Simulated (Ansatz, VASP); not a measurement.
## One calculation of TaN, two programs

```
CELL_PARAMETERS angstrom
0.00000 0.00000 2.87073
2.92399 0.00000 0.00000
0.00000 5.06450 0.00000
ATOMIC_POSITIONS crystal
Ta 0.54354 0.00000 0.33333
Ta 0.45646 0.50000 0.83333
N 0.01592 0.50000 0.50000
N 0.98408 0.00000 0.00000
```

Change from the starting cell: mode 5 (180.6 1/cm) frozen in, largest displacement +0.125 Å.

Alike in both runs: task single point; functional PBEsol; k mesh 20 × 20 × 12; occupations gaussian, width 0.15 eV; no spin polarisation.

|  | VASP | Ansatz |
| --- | --- | --- |
| version | VASP 6.6.1 | Ansatz 0.2.0 |
| potentials or method | VASP PAW PBE potentials, release 64 (Ta_pv, N), cutoff 520 eV | scalar-relativistic, plane waves, PAW |
| valence electrons in the cell | 32 | 36 |

|  | VASP | Ansatz | Ansatz less VASP |
| --- | --- | --- | --- |
| gap on the k mesh at the Fermi level (eV) | none | none | - |
| pressure (GPa) | 4.3 | 3.4 | -0.88 |
| traceless stress, the component that is largest in VASP (GPa) | 2.46 | 2.51 | +0.046 |
| rms of the force components (eV/Å) | 1.096 | 1.091 | -0.0051 |

VASP's potentials were made for PBE, not for PBEsol. Atom by atom the forces differ by 0.005 eV/Å (rms over components). A gap of «none» marks a metal or a gap that the smearing closes. VASP's potentials hold 32 valence electrons a cell and Ansatz's 36, so a difference there can come from the potentials and not from the codes.

Neither program's run includes spin-orbit coupling.
